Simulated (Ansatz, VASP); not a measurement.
SiO2: VASP beside Ansatz

```
CELL_PARAMETERS angstrom
5.18986 0.00000 0.00000
-2.59493 4.49455 0.00000
0.00000 0.00000 5.44198
ATOMIC_POSITIONS crystal
Si 0.00000 0.50000 0.33333
Si 0.50000 0.50000 0.66667
Si 0.50000 0.00000 0.00000
O 0.58439 0.79220 0.83333
O 0.79220 0.58439 0.50000
O 0.79220 0.20780 0.16667
O 0.41561 0.20780 0.83333
O 0.20780 0.41561 0.50000
O 0.20780 0.79220 0.16667
```

Change from the starting cell: strain +0.030 along x and y, -0.015 along z, atoms carried along.

Alike in both runs: task single point; functional LDA; k mesh 6 × 6 × 4; occupations gaussian, width 0.05 eV; no spin polarisation.

```csv
,VASP,Ansatz
version,VASP 6.6.1,Ansatz 0.2.0
potentials or method,"VASP PAW LDA potentials, release 64 (Si, O), cutoff 520 eV","scalar-relativistic, plane waves, PAW"
valence electrons in the cell,48,48
```

```csv
,VASP,Ansatz,Ansatz less VASP
gap on the k mesh at the Fermi level (eV),5.24,5.24,+0.003
least direct gap on the mesh (eV),5.53,5.53,-0.001
pressure (GPa),-7.2,-7.7,-0.50
"traceless stress, the component that is largest in VASP (GPa)",2.15,2.14,-0.008
rms of the force components (eV/Å),0.176,0.179,+0.0026
```

LDA's correlation is that of Perdew and Zunger in VASP and of Perdew and Wang (1992) in Ansatz. Atom by atom the forces differ by 0.003 eV/Å (rms over components).
